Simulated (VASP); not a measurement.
The system is HfO2.

```
Hf O
1.0
     5.08032    0.00000    0.00000
     0.00000    5.16487    0.00000
     0.00000    0.00000    4.89088
Hf O
4 8
Direct
  0.22259 0.78180 0.27207
  0.72259 0.71820 0.72793
  0.77741 0.21820 0.27207
  0.27741 0.28180 0.72793
  0.18682 0.16365 0.10453
  0.68682 0.33635 0.89547
  0.81318 0.83635 0.10453
  0.31318 0.66365 0.89547
  0.00000 0.50000 0.48905
  0.50000 0.00000 0.51095
  0.00000 0.00000 0.57562
  0.50000 0.50000 0.42438
```

Base run:

| Item | Value |
| --- | --- |
| Program | VASP 6.6.1 |
| Functional | r2SCAN |
| Potentials or basis | VASP PAW PBE potentials, release 64 (Hf_pv, O) |
| Cutoff | 520 eV |
| k mesh | 4 × 4 × 5 |
| Occupations | fermi-dirac, width 0.05 eV |
| Spin | no spin polarisation |

Its results: band gap on the k mesh 4.42 eV; pressure 0.3 GPa; largest force 0.016 eV/Å.

**Question.** After a change of settings the same cell gave: band gap on the k mesh 3.81 eV; pressure -1.6 GPa; largest force 0.090 eV/Å. Which change was it?
A. functional from r2SCAN to PBEsol
B. functional from r2SCAN to revPBE; further incar settings from ALGO = Normal; EDIFF = 1e-06; NBANDS = 56 to ALGO = Normal; EDIFF = 1e-07; NBANDS = 56
C. functional from r2SCAN to PBE; further incar settings from ALGO = Normal; EDIFF = 1e-06; NBANDS = 56 to ALGO = Normal; EDIFF = 1e-07; NBANDS = 56
D. functional from r2SCAN to PBE; k mesh from 4 × 4 × 5 to 9 × 9 × 10

**Answer.** A.

Caveats: the PAW data sets were made with another functional, which shifts forces and pressure a little; spin-orbit coupling is left out, which moves the levels of the heavy elements; an odd mesh through Γ misses points on the zone boundary, where band edges can lie.
